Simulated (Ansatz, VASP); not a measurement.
Two plane-wave programs on LiMg

```xyz
4
Lattice="4.9126 0.0000 0.0000 0.0000 3.3402 0.0000 0.0000 0.0000 4.9340" Properties=species:S:1:pos:R:3 pbc="T T T"
Li    3.6845    0.0000    1.2686
Li    1.2282    0.0000    3.6654
Mg    1.2282    1.6701    1.2033
Mg    3.6845    1.6701    3.7307
```

Alike in both runs: task single point; functional LDA; k mesh 5 × 6 × 4; occupations fermi-dirac, width 0.15 eV; no spin polarisation.

```csv
,VASP,Ansatz
version,VASP 6.6.1,Ansatz 0.2.0
potentials or method,"VASP PAW LDA potentials, release 64 (Li_sv, Mg)","plane waves, PAW"
plane-wave cutoff (eV),520,420
valence electrons in the cell,10,26
```

```tsv
	VASP	Ansatz	Ansatz less VASP
gap on the k mesh at the Fermi level (eV)	none	none	-
rms of the force components (eV/Å)	0.006	0.006	0.0000
```

LDA's correlation is that of Perdew and Zunger in VASP and of Perdew and Wang (1992) in Ansatz. Atom by atom the forces differ by 0.000 eV/Å (rms over components). A gap of «none» marks a metal or a gap that the smearing closes. VASP's potentials hold 10 valence electrons a cell and Ansatz's 26, so a difference there can come from the potentials and not from the codes.

Noted on VASP's run: the cutoff is short for stress, so the pressure is rough.
